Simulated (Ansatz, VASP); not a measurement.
**One calculation of As, two programs**

POSCAR

```
As
1.0
    3.6188151869      0.0000000000      0.0000000000
   -1.8094075934      3.1339858834      0.0000000000
    0.0000000000      0.0000000000     22.5000000000
As
2
Direct
    0.6666666667      0.3333333333      0.6187340176
    0.0000000000      0.0000000000      0.6790867903
```

The input INCAR.step1:

```
PREC = Accurate
ENCUT = 440
ISMEAR = 0
SIGMA = 0.04
LREAL = False
LASPH = True
NELM = 120
LDIPOL = True
IDIPOL = 3
DIPOL = 0.5 0.5 0.649
NBANDS = 12
GGA = PE
ALGO = Normal
EDIFF = 1E-5
LWAVE = True
LCHARG = False
GGA_COMPAT = False
NELMDL = -8
```

The input INCAR.step2:

```
PREC = Accurate
ENCUT = 440
EDIFF = 1E-6
ISMEAR = 0
SIGMA = 0.04
LREAL = False
LASPH = True
NELM = 120
ALGO = Normal
ISIF = 2
LWAVE = False
LCHARG = False
LDIPOL = True
IDIPOL = 3
DIPOL = 0.5 0.5 0.649
METAGGA = R2SCAN
LMIXTAU = True
LUSE_VDW = True
IVDW_NL = 2
BPARAM = 11.95
CPARAM = 0.0093
NBANDS = 12
ISTART = 1
GGA_COMPAT = False
```

File KPOINTS:

```
regular mesh
0
Gamma
  12 12 1
```

Input for Ansatz:

```yaml
crystal:
  lattice:
    - [3.6188151869, 0.0, 0.0]
    - [-1.8094075934, 3.1339858834, 0.0]
    - [0.0, 0.0, 22.5]
  atoms:
    - { symbol: As, position: [0.6666666667, 0.3333333333, 0.6187340176] }
    - { symbol: As, position: [0.0, 0.0, 0.6790867903] }
basis:
  ecutwfc: 500
kpoints:
  mp_grid: { grid: [12, 12, 1] }
hamiltonian:
  xc: r2scan
  dispersion: rvv10
  pseudopotentials: { kind: paw, azcp: { folder: soft_1 } }
scf:
  occupations: { method: gaussian, width: 0.04 }
  n_extra_bands: 6
  max_iter: 160
output:
  forces: true
  eigenvalues: true
  write_density: true
  write_potential: true
  elf: true
  volumetric_format: npy
efield:
  axis: 3
  dipole_correction: true
```

Alike in both runs: task single point; functional r2SCAN; dispersion rVV10; k mesh 12 × 12 × 1; occupations gaussian, width 0.04 eV; no spin polarisation.

|  | VASP | Ansatz |
| --- | --- | --- |
| version | VASP 6.6.1 | Ansatz 0.2.0 |
| potentials or method | VASP PAW PBE potentials, release 64 (As), cutoff 440 eV | scalar-relativistic, plane waves, PAW |
| valence electrons in the cell | 10 | 30 |

|  | VASP | Ansatz | Ansatz less VASP |
| --- | --- | --- | --- |
| gap on the k mesh at the Fermi level (eV) | 2.08 | 2.08 | -0.004 |
| least direct gap on the mesh (eV) | 2.32 | 2.34 | +0.028 |
| rms of the force components (eV/Å) | 0.047 | 0.008 | -0.0391 |

VASP's potentials were made for PBE, not for r2SCAN. Atom by atom the forces differ by 0.055 eV/Å (rms over components). VASP's potentials hold 10 valence electrons a cell and Ansatz's 30, so a difference there can come from the potentials and not from the codes. Ansatz's warnings: xc potential rough in thin density.
